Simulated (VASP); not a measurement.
# MgO (P6_3/mmc) in VASP: a series of runs

Runs on MgO. Level: PBE. Tasks: single point.

Program: VASP 6.6.1. These are calculated values, not measurements. Logs are shortened: lines on timing, memory, paths and dates and some standing lists are left out, and cuts for length are marked.

### 1 The cell of the first run

Symmetry: P6_3/mmc, No. 194, hexagonal system. Conventional cell: a = 3.592 Å, b = 3.592 Å, c = 4.197 Å, α = 90.00°, β = 90.00°, γ = 120.00°. Within 2.7 Å of Mg (site symmetry -6m2) lie 5 O at 2.07 to 2.10 Å. O (site symmetry -6m2) has 5 Mg at 2.07 to 2.10 Å within 2.7 Å.

### 2 Single point, PBE

Input file INCAR:

```
SYSTEM = MgO
ALGO = Normal
EDIFF = 1E-6
ENCUT = 520
GGA = PE
ISIF = 2
ISMEAR = 0
LASPH = .True.
LCHARG = .True.
LELF = .True.
LREAL = .False.
LVHAR = .True.
LWAVE = .False.
NBANDS = 16
NELM = 80
PREC = Accurate
SIGMA = 0.05
```

Input file KPOINTS:

```
k-points
0
Gamma
  9 9 6
  0 0 0
```

Input file POSCAR:

```
MgO
1.0
    3.5917000000      0.0000000000      0.0000000000
   -1.7958500000      3.1105034428      0.0000000000
    0.0000000000      0.0000000000      4.1970000000
Mg O
2 2
Direct
    0.6666666667      0.3333333333      0.7500000000
    0.3333333333      0.6666666667      0.2500000000
    0.6666666667      0.3333333333      0.2500000000
    0.3333333333      0.6666666667      0.7500000000
```

Potentials or basis: VASP PAW PBE potentials, release 64 (Mg, O).

Started as:

```console
> cat potpaw_PBE.64/Mg/POTCAR potpaw_PBE.64/O/POTCAR > POTCAR
> mpirun -np 1 vasp_std > vasp.out
```

OUTCAR:

```text
SYSTEM = MgO
   EDIFF = 1E-6
   ENCUT = 520
   GGA = PE
   ISIF = 2
   ISMEAR = 0
   LASPH = .True.
   LREAL = .False.
   NELM = 80
   PREC = Accurate

 ion  position               nearest neighbor table
   1  0.667  0.333  0.750-   4 2.07   4 2.07   4 2.07   3 2.10   3 2.10   2 2.95   2 2.95   2 2.95
                             2 2.95   2 2.95   2 2.95
   2  0.333  0.667  0.250-   3 2.07   3 2.07   3 2.07   4 2.10   4 2.10   1 2.95   1 2.95   1 2.95
                             1 2.95   1 2.95   1 2.95
   3  0.667  0.333  0.250-   2 2.07   2 2.07   2 2.07   1 2.10   1 2.10
   4  0.333  0.667  0.750-   1 2.07   1 2.07   1 2.07   2 2.10   2 2.10

  LATTYP: Found a hexagonal cell.
 ALAT       =     3.5917000000
 C/A-ratio  =     1.1685274383

  Lattice vectors:

 A1 = (   3.5917000000,   0.0000000000,   0.0000000000)
 A2 = (  -1.7958500000,   3.1105034428,   0.0000000000)
 A3 = (   0.0000000000,   0.0000000000,   4.1970000000)

Analysis of symmetry for initial positions (statically):
=====================================================================
 Subroutine PRICEL returns:
 Original cell was already a primitive cell.

 Routine SETGRP: Setting up the symmetry group for a
 hexagonal supercell.

 Subroutine GETGRP returns: Found 24 space group operations
 (whereof 12 operations were pure point group operations)
 out of a pool of 24 trial point group operations.

The static configuration has the point symmetry D_3d.
 The point group associated with its full space group is D_6h.

Analysis of symmetry for dynamics (positions and initial velocities):
=====================================================================
 Subroutine PRICEL returns:
 Original cell was already a primitive cell.

 Routine SETGRP: Setting up the symmetry group for a
 hexagonal supercell.

 Subroutine GETGRP returns: Found 24 space group operations
 (whereof 12 operations were pure point group operations)
 out of a pool of 24 trial point group operations.

The dynamic configuration has the point symmetry D_3d.
 The point group associated with its full space group is D_6h.

 Subroutine INISYM returns: Found 24 space group operations
 (whereof 12 operations are pure point group operations),
 and found     1 'primitive' translations

----------------------------------------------------------------------------------------

                                     Primitive cell

  volume of cell :      46.8889

  direct lattice vectors                    reciprocal lattice vectors
     3.591700000  0.000000000  0.000000000     0.278419690  0.160745683  0.000000000
    -1.795850000  3.110503443  0.000000000     0.000000000  0.321491366  0.000000000
     0.000000000  0.000000000  4.197000000     0.000000000  0.000000000  0.238265428

  length of vectors
     3.591700000  3.591700000  4.197000000     0.321491366  0.321491366  0.238265428

  position of ions in fractional coordinates (direct lattice)
     0.666666667  0.333333333  0.750000000
     0.333333333  0.666666667  0.250000000
     0.666666667  0.333333333  0.250000000
     0.333333333  0.666666667  0.750000000

  ion indices of the primitive-cell ions
   primitive index   ion index
                 1           1
                 2           2
                 3           3
                 4           4

----------------------------------------------------------------------------------------

 KPOINTS: k-points

Automatic generation of k-mesh.
 Grid dimensions read from file:
 generate k-points for:    9    9    6

 Generating k-lattice:

  Cartesian coordinates                     Fractional coordinates (reciprocal lattice)
     0.030935521  0.017860631  0.000000000     0.111111111  0.000000000  0.000000000
     0.000000000  0.035721263  0.000000000     0.000000000  0.111111111  0.000000000
     0.000000000  0.000000000  0.039710905     0.000000000  0.000000000  0.166666667

  Length of vectors
     0.035721263  0.035721263  0.039710905

  Shift w.r.t. Gamma in fractional coordinates (k-lattice)
     0.000000000  0.000000000  0.000000000

 Subroutine IBZKPT returns following result:
 ===========================================

 Found     48 irreducible k-points:

 Following reciprocal coordinates:
            Coordinates               Weight
  0.000000  0.000000  0.000000      1.000000
  0.111111 -0.000000  0.000000      6.000000
  0.222222 -0.000000  0.000000      6.000000
  0.333333  0.000000  0.000000      6.000000
  0.444444 -0.000000  0.000000      6.000000
  0.111111  0.111111  0.000000      6.000000
[... 16 lines left out ...]
  0.333333  0.222222  0.166667     24.000000
  0.333333  0.333333  0.166667      4.000000
 [... further k-points ...]
   k-points           NKPTS =     48   k-points in BZ     NKDIM =     48   number of bands    NBANDS=     16
   number of dos      NEDOS =    301   number of ions     NIONS =      4
   total plane-waves  NPLWV =  25088
   dimension x,y,z NGX =    28 NGY =   28 NGZ =   32
   dimension x,y,z NGXF=    56 NGYF=   56 NGZF=   64
   ions per type =               2   2
   NGX,Y,Z   is equivalent  to a cutoff of  12.96, 12.96, 12.68 a.u.
   NGXF,Y,Z  is equivalent  to a cutoff of  25.92, 25.92, 25.35 a.u.
 SYSTEM =  MgO
   PREC   = accura    normal or accurate (medium, high low for compatibility)
   ISTART =      0    job   : 0-new  1-cont  2-samecut
   ICHARG =      2    charge: 1-file 2-atom 10-const
   ISPIN  =      1    spin polarized calculation?
   LNONCOLLINEAR =      F non collinear calculations
   LSORBIT =      F    spin-orbit coupling
   LASPH  =      T    aspherical Exc in radial PAW
   ENCUT  =  520.0 eV  38.22 Ry    6.18 a.u.   6.68  6.68  7.80*2*pi/ulx,y,z
   NELM   =     80;   NELMIN=  2; NELMDL= -5     # of ELM steps
   EDIFF  = 0.1E-05   stopping-criterion for ELM
   LREAL  =      F    real-space projection
   EDIFFG = 0.1E-04   stopping-criterion for IOM
   NSW    =      0    number of steps for IOM
   IBRION =     -1    ionic relax: 0-MD 1-quasi-New 2-CG
   NFREE  =      0    steps in history (QN), initial steepest desc. (CG)
   ISIF   =      2    stress and relaxation
   ISYM   =      2    0-nonsym 1-usesym 2-fastsym
   POTIM  = 0.5000    time-step for ionic-motion
   TEBEG  =    0.0;   TEEND  =   0.0 temperature during run
   PSTRESS=    0.0 pullay stress
   NELECT =      16.0000    total number of electrons
   NUPDOWN=      -1.0000    fix difference up-down
   EMIN   =  10.00;   EMAX   =-10.00  energy-range for DOS
   EFERMI =   0.00;   METHOD = LEGACY
   ISMEAR =     0;   SIGMA  =   0.05  broadening in eV -4-tet -1-fermi 0-gaus
   EFERMI_NEDOS =   21; number of points for ismear=-14 and -15
   IALGO  =     38    algorithm
   IMIX   =      4    mixing-type and parameters
     AMIX     =   0.40;   BMIX     =  1.00
     AMIX_MAG =   1.60;   BMIX_MAG =  1.00
  volume/ion in A,a.u.               =      11.72        79.11
  Fermi-wavevector in a.u.,A,eV,Ry     =   1.143997  2.161841 17.806344  1.308729
  Thomas-Fermi vector in A             =   2.280691
   LORBIT       =      0    0 simple, 1 ext, 2 COOP (PROOUT), +10 PAW based schemes
   GGA     = PE    functional components
   LHFCALC =     F    Hartree Fock is set to
   AEXX    =    0.0000 exact exchange contribution
   IVDW    =     0    specifies the selected vdW correction
   LEPSILON=     F    determine dielectric tensor
   LRPA    =     F    only Hartree local field effects (RPA)
 non-spin polarized calculation
 Gauss-broadening in eV      SIGMA  =   0.05
  energy-cutoff  :      520.00
  volume of cell :       46.89
 maximum number of plane-waves:      1287
 NGX is ok and might be reduce to    28
   NGX = 13   NGY = 13   NGZ = 15

 number of electron      16.0000000 magnetization

 Free energy of the ion-electron system (eV)
  ---------------------------------------------------
  ext. energy  EPLUGINS =         0.00000000
  ---------------------------------------------------
  free energy    TOTEN  =       -23.64688082 eV

  energy without entropy =      -23.64688082  energy(sigma->0) =      -23.64688082

 E-fermi :   1.7550     XC(G=0):  -9.7858

 val. band max:        1.5494754377   @ k =   0.0000   0.0000   0.0000
 cond. band min:       4.7074438051   @ k =   0.0000   0.0000   0.0000
 fundamental gap:      3.1579683674
 Fermi energy:         1.7549523239

 k-point     1 :       0.0000    0.0000    0.0000
  band No.  band energies     occupation
      1     -15.0803      2.00000
      2     -13.8032      2.00000
      3      -1.7829      2.00000
      4      -0.0620      2.00000
      5      -0.0620      2.00000
      6       0.8939      2.00000
[... 8 lines left out ...]
     15      16.5201      0.00000
     16      16.7910      0.00000

 k-point     2 :       0.1111   -0.0000    0.0000
  band No.  band energies     occupation
      1     -15.0273      2.00000
      2     -13.8159      2.00000
      3      -1.6948      2.00000
      4      -0.2362      2.00000
      5      -0.1539      2.00000
      6       0.6031      2.00000
[... 8 lines left out ...]
     15      16.2513      0.00000
     16      16.3246      0.00000

 k-point     3 :       0.2222   -0.0000    0.0000
  band No.  band energies     occupation
      1     -14.8813      2.00000
      2     -13.8594      2.00000
      3      -1.4425      2.00000
      4      -0.7530      2.00000
      5      -0.3478      2.00000
      6       0.1943      2.00000
[... 8 lines left out ...]
     15      15.3896      0.00000
     16      15.8953      0.00000

 k-point     4 :       0.3333    0.0000    0.0000
  band No.  band energies     occupation
      1     -14.6810      2.00000
      2     -13.9415      2.00000
      3      -1.3340      2.00000
      4      -1.0693      2.00000
      5      -0.5299      2.00000
      6      -0.0565      2.00000
[... 8 lines left out ...]
     15      15.0006      0.00000
     16      15.8697      0.00000
[... 324 lines left out ...]
 k-point    22 :       0.2222    0.2222    0.1667
  band No.  band energies     occupation
      1     -14.5225      2.00000
      2     -14.0202      2.00000
      3      -1.4509      2.00000
      4      -1.4210      2.00000
      5      -0.4350      2.00000
      6      -0.0455      2.00000
[... 8 lines left out ...]
     15      15.6163      0.00000
     16      16.6290      0.00000

 k-point    23 :       0.3333    0.2222    0.1667
  band No.  band energies     occupation
      1     -14.3642      2.00000
      2     -14.1135      2.00000
      3      -1.7099      2.00000
      4      -1.1851      2.00000
      5      -0.7970      2.00000
      6       0.1845      2.00000
[... 8 lines left out ...]
     15      15.5165      0.00000
     16      16.7064      0.00000

 k-point    24 :       0.3333    0.3333    0.1667
  band No.  band energies     occupation
      1     -14.2276      2.00000
      2     -14.2276      2.00000
      3      -1.6818      2.00000
      4      -1.0737      2.00000
      5      -1.0737      2.00000
      6       0.5069      2.00000
[... 8 lines left out ...]
     15      15.4792      0.00000
     16      17.3927      0.00000

 [... further k-points ...]
[... 5 lines left out ...]
  --------------------------------------------------------------------------------------
  -------------------------------------------------------------------------------------
  Total       -1.4482158     -1.4482158     -0.3566558      0.0000000      0.0000000      0.0000000
  in kB      -49.4850646    -49.4850646    -12.1868148      0.0000000      0.0000000      0.0000000
  external PRESSURE =     -37.0523146 kB  Pullay stress =       0.0000000 kB

 VOLUME and BASIS-vectors are now :
 -----------------------------------------------------------------------------
  energy-cutoff  :      520.00
  volume of cell :       46.89
      direct lattice vectors                 reciprocal lattice vectors
     3.591700000  0.000000000  0.000000000     0.278419690  0.160745683  0.000000000
    -1.795850000  3.110503443  0.000000000     0.000000000  0.321491366  0.000000000
     0.000000000  0.000000000  4.197000000     0.000000000  0.000000000  0.238265428

 POSITION                                       TOTAL-FORCE (eV/Angst)
 -----------------------------------------------------------------------------------
      1.79585      1.03683      3.14775        -0.000000      0.000000     -0.000000
     -0.00000      2.07367      1.04925         0.000000     -0.000000      0.000000
      1.79585      1.03683      1.04925        -0.000000      0.000000      0.000000
     -0.00000      2.07367      3.14775        -0.000000      0.000000      0.000000
 -----------------------------------------------------------------------------------
    total drift:                               -0.000000     -0.000000     -0.000000

  FREE ENERGIE OF THE ION-ELECTRON SYSTEM (eV)
  ---------------------------------------------------
  free  energy   TOTEN  =       -23.6468808236 eV

  energy  without entropy=      -23.6468808236  energy(sigma->0) =      -23.64688082
```

Run time: 29 s. Hardware: 1 thread of AMD EPYC 9R45 (Zen 5), shared host; peak memory 0.15 GiB.

Results:

```
Free energy            : -23.6469 eV
Pressure               : -3.7 GPa
Band gap on the k mesh : 3.16 eV, direct
```

Levels at points of the mesh, in eV from the valence-band top:
```
           k point  band 5  band 6  band 7  band 8  band 9  band 10  band 11  band 12
(0.00, 0.00, 0.00)   -1.61   -0.66   -0.66    0.00    3.16     9.10    12.00    12.00
(0.00, 0.00, 0.50)   -1.15   -1.15   -1.15   -1.15    6.19     6.19    12.35    12.35
```

### 3 Single point, PBE

This run uses another cell than the first one, of 11.82 Å³/atom, 1.008 times its volume.

Input file INCAR:

```
ALGO = Normal
EDIFF = 1E-7
ENCUT = 520
GGA = PE
ISIF = 2
ISMEAR = 0
LASPH = True
LCHARG = False
LREAL = False
LWAVE = False
NBANDS = 16
NELM = 80
PREC = Accurate
SIGMA = 0.05
```

Input file KPOINTS:

```
k-points
0
Gamma
  9 9 6
```

Input file POSCAR:

```
MgO
1.0
    3.6622000000      0.0000000000      0.0000000000
   -1.8311000000      3.1715582337      0.0000000000
    0.0000000000      0.0000000000      4.0698000000
Mg O
2 2
Direct
    0.6666666667      0.3333333333      0.7500000000
    0.3333333333      0.6666666667      0.2500000000
    0.6666666667      0.3333333333      0.2500000000
    0.3333333333      0.6666666667      0.7500000000
```

Potentials or basis: VASP PAW PBE potentials, release 64 (Mg, O).

Started as:

```console
> cat potpaw_PBE.64/Mg/POTCAR potpaw_PBE.64/O/POTCAR > POTCAR
> mpirun -np 1 vasp_std > vasp.out
```

It took 28 s on 1 thread of AMD EPYC 9R45 (Zen 5), shared host; peak memory 0.14 GiB.

The run converged. Its results:

```
Free energy            : -23.5655 eV
Pressure               : -3.0 GPa
Band gap on the k mesh : 3.21 eV, direct
```

Stress tensor (GPa, compression positive):
```
-6.85  0.00  0.00
 0.00 -6.85  0.00
 0.00  0.00  4.57
```

Levels at points of the mesh, in eV from the valence-band top:
```csv
k point,band 6,band 7,band 8,band 9,band 10,band 11
"(0.00, 0.00, 0.00)",-0.50,-0.50,0.00,3.21,9.36,11.75
"(0.00, 0.00, 0.50)",-1.06,-1.06,-1.06,6.29,6.29,12.11
```

### 4 Single point, PBE

This run uses another cell than the first one, of 11.84 Å³/atom, 1.010 times its volume.

Input file INCAR:

```
SYSTEM = MgO
PREC = Accurate
ENCUT = 520
EDIFF = 1E-6
ISMEAR = 0
SIGMA = 0.05
LREAL = .False.
LASPH = .True.
NELM = 80
ALGO = Normal
ISIF = 2
LWAVE = .False.
LCHARG = .False.
GGA = PE
NBANDS = 16
```

Input file KPOINTS:

```
regular mesh
0
Gamma
  9 9 6
  0 0 0
```

Input file POSCAR:

```
MgO
1.0
    3.5213164829      0.0000000000      0.0000000000
   -1.7606582415      3.0495495290      0.0000000000
    0.0000000000      0.0000000000      4.4090000000
Mg O
2 2
Direct
    0.6666666667      0.3333333333      0.7500000000
    0.3333333333      0.6666666667      0.2500000000
    0.6666666667      0.3333333333      0.2500000000
    0.3333333333      0.6666666667      0.7500000000
```

Started as:

```console
> cat potpaw_PBE.64/Mg/POTCAR potpaw_PBE.64/O/POTCAR > POTCAR
> mpirun -np 1 vasp_std > vasp.out
```

It took 30 s on 1 thread of AMD EPYC 9R45 (Zen 5), shared host; peak memory 0.15 GiB.

It converged, with:

```yaml
Free_energy: -23.6241 eV
Pressure: -4.9 GPa
Band_gap_on_the_k_mesh: 3.00 eV, direct
```

Stress tensor (GPa, compression positive):
```
-3.29  0.00  0.00
 0.00 -3.29  0.00
 0.00  0.00 -7.99
```

Levels at points of the mesh, in eV from the valence-band top:
```csv
k point,band 6,band 7,band 8,band 9,band 10,band 11
"(0.00, 0.00, 0.00)",-0.83,-0.83,0.00,3.00,8.70,11.23
"(0.00, 0.00, 0.50)",-1.23,-1.23,-1.23,5.96,5.96,12.64
```

### 5 Single point, PBE

This run uses another cell than the first one, of 11.84 Å³/atom, 1.010 times its volume.

Input file INCAR:

```
PREC = Accurate ; ENCUT = 520
EDIFF = 1E-6 ; ISMEAR = 0
SIGMA = 0.05 ; LREAL = F
LASPH = T ; NELM = 100
ALGO = Normal ; ISIF = 2
LWAVE = F ; LCHARG = F
GGA = PE ; NBANDS = 16
```

Input file KPOINTS:

```
Automatic mesh
0
Gamma
  9 9 6
```

Input file POSCAR:

```
MgO
1.0
    3.5917000000      0.0000000000      0.0000000000
   -1.7958500000      3.1105034428      0.0000000000
    0.0000000000      0.0000000000      4.2393824570
Mg O
2 2
Direct
    0.6666666667      0.3333333333      0.7500000000
    0.3333333333      0.6666666667      0.2500000000
    0.6666666667      0.3333333333      0.2500000000
    0.3333333333      0.6666666667      0.7500000000
```

Started as:

```console
> cat potpaw_PBE.64/Mg/POTCAR potpaw_PBE.64/O/POTCAR > POTCAR
> mpirun -np 1 vasp_std > vasp.out
```

Run time: 29 s. Hardware: 1 thread of AMD EPYC 9R45 (Zen 5), shared host; peak memory 0.15 GiB.

It converged, with:

| Item | Value |
| --- | --- |
| Free energy | -23.6402 eV |
| Pressure | -4.9 GPa |
| Band gap on the k mesh | 3.09 eV, direct |

Stress tensor (GPa, compression positive):
```
-5.64  0.00  0.00
 0.00 -5.64  0.00
 0.00  0.00 -3.56
```

Levels at points of the mesh, in eV from the valence-band top:
| k point | band 5 | band 6 | band 7 | band 8 | band 9 | band 10 | band 11 | band 12 |
| --- | --- | --- | --- | --- | --- | --- | --- | --- |
| (0.00, 0.00, 0.00) | -1.59 | -0.67 | -0.67 | 0.00 | 3.09 | 8.96 | 11.83 | 11.97 |
| (0.00, 0.00, 0.50) | -1.15 | -1.15 | -1.15 | -1.15 | 6.11 | 6.11 | 12.33 | 12.33 |

As with any semilocal functional, this PBE gap is likely too small.

(Part 1 of 2 ends here.)
